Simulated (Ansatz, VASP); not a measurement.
# One calculation of N, two programs

```
N
1.0
     4.08406    0.00000    0.00000
     0.00000    4.08406    0.00000
     0.00000    0.00000    5.34591
N
4
Direct
  0.90428 0.90428 0.00000
  0.59572 0.40427 0.50000
  0.09573 0.09573 0.00000
  0.40427 0.59572 0.52000
```

Alike in both runs: task single point; functional r2SCAN; k mesh 3 × 3 × 2; no spin polarisation.

|  | VASP | Ansatz |
| --- | --- | --- |
| version | VASP 6.6.1 | Ansatz 0.2.0 |
| potentials or method | VASP PAW PBE potentials, release 64 (N_h) | plane waves, PAW |
| plane-wave cutoff (eV) | 1460 | 500 |
| occupations | gaussian, width 0.01 eV | fixed |
| valence electrons in the cell | 20 | 20 |

|  | VASP | Ansatz | Ansatz less VASP |
| --- | --- | --- | --- |
| rms of the force components (eV/Å) | 1.293 | 1.267 | -0.0259 |

VASP's potentials were made for PBE, not for r2SCAN. Atom by atom the forces differ by 0.026 eV/Å (rms over components).

The k mesh is coarse, so the values compare programs but aren't converged.
